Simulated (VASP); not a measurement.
A run of VASP 6.6.1 is set up as follows.

POSCAR

```
PbAu2
1.0
    0.0000000000      3.9403135576      3.9403135576
    3.9403135576      0.0000000000      3.9403135576
    3.9403135576      3.9403135576      0.0000000000
Pb Au
2 4
Direct
    0.0000000000      0.0000000000      0.0000000000
    0.2500000000      0.2500000000      0.2500000000
    0.6250000000      0.6250000000      0.6250000000
    0.1250000000      0.6250000000      0.6250000000
    0.6250000000      0.6250000000      0.1250000000
    0.6250000000      0.1250000000      0.6250000000
```

Contents of INCAR.step1:

```
PREC = Accurate
ENCUT = 520
ISMEAR = 0
SIGMA = 0.02
LREAL = F
LASPH = T
NELM = 60
NBANDS = 45
GGA = PE
ALGO = Normal
EDIFF = 1E-4
LWAVE = T
LCHARG = F
```

The input INCAR.step2:

```
PREC = Accurate
ENCUT = 520
EDIFF = 1E-6
ISMEAR = 0
SIGMA = 0.02
LREAL = F
LASPH = T
NELM = 60
ALGO = Normal
ISIF = 2
LWAVE = F
LCHARG = T
METAGGA = R2SCAN
LMIXTAU = T
LELF = T
LVHAR = T
NBANDS = 45
ISTART = 1
```

File KPOINTS:

```
regular mesh
0
Gamma
  8 8 8
```

Potentials or basis: VASP PAW PBE potentials, release 64 (Pb_d, Au).

The run is started by

```console
$ cat potpaw_PBE.64/Pb_d/POTCAR potpaw_PBE.64/Au/POTCAR > POTCAR
$ cp INCAR.step1 INCAR
$ mpirun -np 1 vasp_std > vasp.out
$ cp INCAR.step2 INCAR
$ mpirun -np 1 vasp_std > vasp.out
```

(1) What does it give for the pressure?

## Answers

(1) 7.3 GPa.

Caveat: the cell stands under pressure; the PAW data sets were made with another functional, which shifts forces and pressure a little.
